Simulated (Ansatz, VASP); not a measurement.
## MgO: VASP beside Ansatz

```
Mg O
1.0
     3.30779    0.00000    0.00000
    -1.65389    2.86463    0.00000
     0.00000    0.00000    4.98288
Mg O
2 2
Cartesian
  0.0000 1.9098 0.0108
  1.6539 0.9549 2.5022
  0.0000 1.9098 2.0053
  1.6539 0.9549 4.4968
```

Alike in both runs: task relaxation of cell and atoms; functional LDA; k mesh 6 × 6 × 4; occupations gaussian, width 0.02 eV; no spin polarisation.

```csv
,VASP,Ansatz
version,VASP 6.6.1,Ansatz 0.2.0
potentials or method,"VASP PAW LDA potentials, release 64 (Mg_sv, O), cutoff 840 eV","scalar-relativistic, plane waves, PAW"
valence electrons in the cell,32,32
```

Ansatz gave:

```
gap on the k mesh at the Fermi level, each at its own relaxed structure (eV)  : 3.54
relaxed volume (Å³/atom)                                                      : 11.40
relaxed length of the cell vector where the two differ most in proportion (Å) : 4.913
```

Q: Estimate VASP's values.

A: gap on the k mesh at the Fermi level, each at its own relaxed structure (eV): 3.47; relaxed volume (Å³/atom): 10.71; relaxed length of the cell vector where the two differ most in proportion (Å): 4.148.

Ansatz warns that its potentials were made for another functional, while VASP's fit it. LDA's correlation is that of Perdew and Zunger in VASP and of Perdew and Wang (1992) in Ansatz. One of these differences is far larger than is usual between the two programs; its cause wasn't traced.
